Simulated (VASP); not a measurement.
# CuI (F-43m) in VASP: further runs, part 2 of 2

VASP 6.6.1. The steps go on from the part before.

### Step 4. Single point, HSE06

This run uses another cell than the first one, of 27.86 Å³/atom.

Input file POSCAR:

```
CuI
1.0
    0.0000000000      3.0315000000      3.0315000000
    3.0315000000      0.0000000000      3.0315000000
    3.0315000000      3.0315000000      0.0000000000
I Cu
1 1
Direct
    0.0000000000      0.0000000000      0.0000000000
    0.7500000000      0.7500000000      0.7500000000
```

Input file INCAR.step1:

```
ALGO = Normal
EDIFF = 1E-5
ENCUT = 520
GGA = PE
ISIF = 2
ISMEAR = 1
LASPH = True
LREAL = False
LWAVE = True
NBANDS = 16
NELM = 100
PREC = Accurate
SIGMA = 0.1
```

Input file INCAR.step2:

```
ALGO = Normal
EDIFF = 1E-6
ENCUT = 520
GGA = PE
HFSCREEN = 0.2079
ISIF = 2
ISMEAR = 1
ISTART = 1
LASPH = True
LCHARG = True
LELF = True
LHFCALC = True
LREAL = False
LVHAR = True
LWAVE = False
NBANDS = 16
NELM = 100
PREC = Accurate
PRECFOCK = Normal
SIGMA = 0.1
```

Input file KPOINTS:

```
k-points
0
Gamma
  4 4 4
```

Potentials or basis: VASP PAW PBE potentials, release 64 (I, Cu).

Launch:

```bash
$ cat potpaw_PBE.64/I/POTCAR potpaw_PBE.64/Cu/POTCAR > POTCAR
$ cp INCAR.step1 INCAR
$ mpirun -np 1 vasp_std > vasp.out
$ cp INCAR.step2 INCAR
$ mpirun -np 1 vasp_std > vasp.out
```

OUTCAR:

```text
EDIFF = 1E-6
   ENCUT = 520
   GGA = PE
   HFSCREEN = 0.2079
   ISIF = 2
   ISMEAR = 1
   ISTART = 1
   LASPH = True
   LHFCALC = True
   LREAL = False
   NELM = 100
   PREC = Accurate
   PRECFOCK = Normal

 ion  position               nearest neighbor table
   1  0.000  0.000  0.000-   2 2.63   2 2.63   2 2.63   2 2.63
   2  0.750  0.750  0.750-   1 2.63   1 2.63   1 2.63   1 2.63

  LATTYP: Found a face centered cubic cell.
[... 329 lines left out ...]
     15      16.7567      0.00000
     16      17.1113      0.00000

------------------------ aborting loop because EDIFF is reached ----------------------------------------

  FORCE on cell =-STRESS in cart. coord.  units (eV):
  Direction    XX          YY          ZZ          XY          YZ          ZX
  --------------------------------------------------------------------------------------
  -------------------------------------------------------------------------------------
  Total        0.1944522      0.1944522      0.1944522     -0.0000000     -0.0000000      0.0000000
  in kB        5.5914034      5.5914034      5.5914034     -0.0000000     -0.0000000      0.0000000
  external PRESSURE =       5.5914034 kB  Pullay stress =       0.0000000 kB

 VOLUME and BASIS-vectors are now :
 -----------------------------------------------------------------------------
  energy-cutoff  :      520.00
  volume of cell :       55.72
      direct lattice vectors                 reciprocal lattice vectors
     0.000000000  3.031500000  3.031500000    -0.164934851  0.164934851  0.164934851
     3.031500000  0.000000000  3.031500000     0.164934851 -0.164934851  0.164934851
     3.031500000  3.031500000  0.000000000     0.164934851  0.164934851 -0.164934851

 POSITION                                       TOTAL-FORCE (eV/Angst)
 -----------------------------------------------------------------------------------
      0.00000      0.00000      0.00000         0.000000      0.000000     -0.000000
      4.54725      4.54725      4.54725        -0.000000     -0.000000      0.000000
 -----------------------------------------------------------------------------------
    total drift:                                0.000451      0.000386      0.000299

  FREE ENERGIE OF THE ION-ELECTRON SYSTEM (eV)
  ---------------------------------------------------
  free  energy   TOTEN  =        -6.4354708497 eV

  energy  without entropy=       -6.4357426265  energy(sigma->0) =       -6.43556144
```

OSZICAR.step1:

```text
N       E                     dE             d eps       ncg     rms          rms(c)
DAV:   1     0.871758716231E+02    0.87176E+02   -0.74670E+03   256   0.117E+03
DAV:   2    -0.769319171795E+00   -0.87945E+02   -0.81609E+02   272   0.218E+02
DAV:   3    -0.560915721558E+01   -0.48398E+01   -0.47787E+01   328   0.553E+01
DAV:   4    -0.573504806083E+01   -0.12589E+00   -0.12584E+00   288   0.855E+00
DAV:   5    -0.574238401081E+01   -0.73359E-02   -0.73358E-02   392   0.230E+00    0.498E+00
DAV:   6    -0.566535157167E+01    0.77032E-01   -0.26160E+00   256   0.431E+01    0.333E+00
DAV:   7    -0.552807046230E+01    0.13728E+00   -0.62520E-01   264   0.254E+01    0.165E+00
DAV:   8    -0.552971661156E+01   -0.16461E-02   -0.36607E-02   400   0.262E+00    0.411E-01
DAV:   9    -0.552753282924E+01    0.21838E-02   -0.88345E-03   328   0.272E+00    0.134E-01
DAV:  10    -0.552774331903E+01   -0.21049E-03   -0.62713E-04   320   0.168E-01    0.390E-02
DAV:  11    -0.552774409560E+01   -0.77657E-06   -0.13394E-04   328   0.321E-01    0.287E-02
DAV:  12    -0.552774443502E+01   -0.33942E-06   -0.79246E-06   208   0.324E-02
   1 F= -.55277444E+01 E0= -.55278350E+01  d E =0.271777E-03
```

It took 5.7 min on 1 thread of Intel Xeon Platinum 8259CL at 2.50GHz (Skylake/Cascade Lake), shared host; peak memory 0.29 GiB.

What came out:

* Free energy: -6.4355 eV
* Pressure: 0.6 GPa
* Band gap on the k mesh: 2.59 eV

Caveat: the k points lie up to 0.45 Å⁻¹ apart; the PAW data sets were made with another functional, which shifts forces and pressure a little; spin-orbit coupling is left out, which moves the levels of the heavy elements.

### Step 5. Single point, HSE06

This run uses another cell than the first one, of 27.86 Å³/atom.

POSCAR is that of step 4.

Input file INCAR.step1:

```
SYSTEM = CuI
ALGO = Normal ; EDIFF = 1E-5
ENCUT = 520 ; GGA = PE
ISIF = 2 ; ISMEAR = 1
LASPH = .True. ; LCHARG = .False.
LREAL = .False. ; LWAVE = .True.
NBANDS = 16 ; NELM = 60
PREC = Accurate ; SIGMA = 0.1
```

Input file INCAR.step2:

```
SYSTEM = CuI
ALGO = Normal ; EDIFF = 1E-7
ENCUT = 520 ; GGA = PE
HFSCREEN = 0.2079 ; ISIF = 2
ISMEAR = 1 ; ISTART = 1
LASPH = .True. ; LCHARG = .False.
LHFCALC = .True. ; LREAL = .False.
LWAVE = .False. ; NBANDS = 16
NELM = 60 ; PREC = Accurate
PRECFOCK = Normal ; SIGMA = 0.1
```

Input file KPOINTS:

```
k-points
0
Gamma
  4 4 4
  0 0 0
```

Potentials or basis: VASP PAW PBE potentials, release 64 (I, Cu).

Launch:

```bash
$ cat potpaw_PBE.64/I/POTCAR potpaw_PBE.64/Cu/POTCAR > POTCAR
$ cp INCAR.step1 INCAR
$ mpirun -np 1 vasp_std > vasp.out
$ cp INCAR.step2 INCAR
$ mpirun -np 1 vasp_std > vasp.out
```

OUTCAR:

```text
SYSTEM = CuI
   EDIFF = 1E-7
   ENCUT = 520
   GGA = PE
   HFSCREEN = 0.2079
   ISIF = 2
   ISMEAR = 1
   ISTART = 1
   LASPH = .True.
   LHFCALC = .True.
   LREAL = .False.
   NELM = 60
   PREC = Accurate
   PRECFOCK = Normal

 ion  position               nearest neighbor table
   1  0.000  0.000  0.000-   2 2.63   2 2.63   2 2.63   2 2.63
   2  0.750  0.750  0.750-   1 2.63   1 2.63   1 2.63   1 2.63

  LATTYP: Found a face centered cubic cell.
 ALAT       =     6.0630000000

  Lattice vectors:

 A1 = (   0.0000000000,   3.0315000000,   3.0315000000)
 A2 = (   3.0315000000,   0.0000000000,   3.0315000000)
 A3 = (   3.0315000000,   3.0315000000,   0.0000000000)

Analysis of symmetry for initial positions (statically):
=====================================================================
 Subroutine PRICEL returns:
 Original cell was already a primitive cell.

 Routine SETGRP: Setting up the symmetry group for a
 face centered cubic supercell.

 Subroutine GETGRP returns: Found 24 space group operations
 (whereof 24 operations were pure point group operations)
 out of a pool of 48 trial point group operations.

The static configuration has the point symmetry T_d .

Analysis of symmetry for dynamics (positions and initial velocities):
=====================================================================
 Subroutine PRICEL returns:
 Original cell was already a primitive cell.

 Routine SETGRP: Setting up the symmetry group for a
 face centered cubic supercell.

 Subroutine GETGRP returns: Found 24 space group operations
 (whereof 24 operations were pure point group operations)
 out of a pool of 48 trial point group operations.

The dynamic configuration has the point symmetry T_d .

 Subroutine INISYM returns: Found 24 space group operations
 (whereof 24 operations are pure point group operations),
 and found     1 'primitive' translations

[... 104 lines left out ...]
   PRECFOCK=normal    Normal, Fast or Accurate (Low or Medium for compatibility)
   ENCUT4O =  -1.0   cutoff for four orbital integrals eV
   NKREDX  =     1    reduce k-point grid by
   NKREDY  =     1    reduce k-point grid by
   NKREDZ  =     1    reduce k-point grid by
   AEXX    =    0.2500 exact exchange contribution
   HFSCREEN=    0.2079 screening length (either q_TF or 0.3 A-1)
   HFSCREENC=   0.2079 screening length for correlation (either q_TF or 0.3 A-1)
   ENCUTFOCK=  -1.0 apply spherical cutoff to Coloumb kernel
   IVDW    =     0    specifies the selected vdW correction
   LEPSILON=     F    determine dielectric tensor
   LRPA    =     F    only Hartree local field effects (RPA)
 non-spin polarized calculation
 Methfessel and Paxton  Order N= 1 SIGMA  =   0.10
  energy-cutoff  :      520.00
  volume of cell :       55.72
 maximum number of plane-waves:      1524
  NGX = 24; NGY = 24; NGZ = 24

 number of electron      18.0000015 magnetization

 Free energy of the ion-electron system (eV)
  ---------------------------------------------------
  ext. energy  EPLUGINS =         0.00000000
  ---------------------------------------------------
  free energy    TOTEN  =        -6.43547073 eV

  energy without entropy =       -6.43574250  energy(sigma->0) =       -6.43556132

 E-fermi :   3.5624     XC(G=0):  -7.4105

 val. band max:        3.4782039145   @ k =   0.0000   0.0000   0.0000
 cond. band min:       6.0704452289   @ k =   0.0000   0.0000   0.0000
 fundamental gap:      2.5922413144
 Fermi energy:         3.5623906283

 k-point     1 :       0.0000    0.0000    0.0000
  band No.  band energies     occupation
      1     -11.2541      2.00000
      2      -0.5040      2.00000
      3      -0.5040      2.00000
      4      -0.5040      2.00000
      5       0.9997      2.00000
      6       0.9997      2.00000
[... 129 lines left out ...]
      3      -1.1194      2.00000
      4      -0.3238      2.00000
      5       0.9275      2.00000
      6       1.0961      2.00000
[... 8 lines left out ...]
     15      16.7571      0.00000
     16      17.1118      0.00000

------------------------ aborting loop because EDIFF is reached ----------------------------------------

  FORCE on cell =-STRESS in cart. coord.  units (eV):
  Direction    XX          YY          ZZ          XY          YZ          ZX
  --------------------------------------------------------------------------------------
  -------------------------------------------------------------------------------------
  Total        0.2319733      0.2319733      0.2319733     -0.0000000      0.0000000     -0.0000000
  in kB        6.6703091      6.6703091      6.6703091     -0.0000000      0.0000000     -0.0000000
  external PRESSURE =       6.6703091 kB  Pullay stress =       0.0000000 kB

 VOLUME and BASIS-vectors are now :
 -----------------------------------------------------------------------------
  energy-cutoff  :      520.00
  volume of cell :       55.72
      direct lattice vectors                 reciprocal lattice vectors
     0.000000000  3.031500000  3.031500000    -0.164934851  0.164934851  0.164934851
     3.031500000  0.000000000  3.031500000     0.164934851 -0.164934851  0.164934851
     3.031500000  3.031500000  0.000000000     0.164934851  0.164934851 -0.164934851

 POSITION                                       TOTAL-FORCE (eV/Angst)
 -----------------------------------------------------------------------------------
      0.00000      0.00000      0.00000        -0.000000     -0.000000     -0.000000
      4.54725      4.54725      4.54725         0.000000      0.000000      0.000000
 -----------------------------------------------------------------------------------
    total drift:                                0.000152      0.000153      0.000109

  FREE ENERGIE OF THE ION-ELECTRON SYSTEM (eV)
  ---------------------------------------------------
  free  energy   TOTEN  =        -6.4354707277 eV

  energy  without entropy=       -6.4357425045  energy(sigma->0) =       -6.43556132
```

OUTCAR.step1:

```text
SYSTEM = CuI
   EDIFF = 1E-5
   ENCUT = 520
   GGA = PE
   ISIF = 2
   ISMEAR = 1
[... 355 lines left out ...]
      0.00000      0.00000      0.00000        -0.000000     -0.000000      0.000000
      4.54725      4.54725      4.54725         0.000000      0.000000     -0.000000
 -----------------------------------------------------------------------------------
    total drift:                               -0.000000     -0.000000     -0.000000

  FREE ENERGIE OF THE ION-ELECTRON SYSTEM (eV)
  ---------------------------------------------------
  free  energy   TOTEN  =        -5.5277444350 eV

  energy  without entropy=       -5.5280162121  energy(sigma->0) =       -5.52783503
```

OSZICAR.step1:

```text
N       E                     dE             d eps       ncg     rms          rms(c)
DAV:   1     0.871758716231E+02    0.87176E+02   -0.74670E+03   256   0.117E+03
DAV:   2    -0.769319171795E+00   -0.87945E+02   -0.81609E+02   272   0.218E+02
DAV:   3    -0.560915721558E+01   -0.48398E+01   -0.47787E+01   328   0.553E+01
DAV:   4    -0.573504806083E+01   -0.12589E+00   -0.12584E+00   288   0.855E+00
DAV:   5    -0.574238401081E+01   -0.73359E-02   -0.73358E-02   392   0.230E+00    0.498E+00
DAV:   6    -0.566535157167E+01    0.77032E-01   -0.26160E+00   256   0.431E+01    0.333E+00
DAV:   7    -0.552807046230E+01    0.13728E+00   -0.62520E-01   264   0.254E+01    0.165E+00
DAV:   8    -0.552971661156E+01   -0.16461E-02   -0.36607E-02   400   0.262E+00    0.411E-01
DAV:   9    -0.552753282924E+01    0.21838E-02   -0.88345E-03   328   0.272E+00    0.134E-01
DAV:  10    -0.552774331903E+01   -0.21049E-03   -0.62713E-04   320   0.168E-01    0.390E-02
DAV:  11    -0.552774409560E+01   -0.77657E-06   -0.13394E-04   328   0.321E-01    0.287E-02
DAV:  12    -0.552774443502E+01   -0.33942E-06   -0.79246E-06   208   0.324E-02
   1 F= -.55277444E+01 E0= -.55278350E+01  d E =0.271777E-03
```

It took 6.6 min on 1 thread of Intel Xeon Platinum 8259CL at 2.50GHz (Skylake/Cascade Lake), shared host; peak memory 0.29 GiB.

What came out:

```yaml
Free_energy: -6.4355 eV
Pressure: 0.7 GPa
Band_gap_on_the_k_mesh: 2.59 eV
```

Caveat: the k points lie up to 0.45 Å⁻¹ apart; the PAW data sets were made with another functional, which shifts forces and pressure a little; spin-orbit coupling is left out, which moves the levels of the heavy elements.

### Step 6. The runs side by side

| task | level | cell | cutoff (eV) | smearing | share of exact exchange | screening parameter | gap on the mesh (eV) | pressure (GPa) |
| --- | --- | --- | --- | --- | --- | --- | --- | --- |
| single point | HF | a = 4.698 Å, angles 60.0°, 2 atoms | 520 | fermi-dirac 0.05 eV | 1 | - | 9.40 | -0.5 |
| relaxation of cell and atoms | HF | relaxed from a = 4.287 Å, angles 60.0°, 2 atoms | 600 | fermi-dirac 0.05 eV | 1 | - | 9.44 | 0.0 |
| single point | HSE06 | a = 4.287 Å, angles 60.0°, 2 atoms | 520 | methfessel-paxton 0.1 eV | 0.25 | 0.2079 1/Å | 2.59 | 0.7 |

Alike in all rows: potentials or basis VASP PAW PBE potentials, release 64 (I, Cu); no spin polarisation; k mesh 4 × 4 × 4.

Caveats: some runs use coarse meshes; the PAW data sets were made with another functional, which shifts forces and pressure a little; spin-orbit coupling is left out, which moves the levels of the heavy elements; the volume moved by over 15 % at a fixed basis, so the end points are rough (at least some runs).

Total energies depend on the potentials used, so only differences within one code and one set of settings carry meaning.
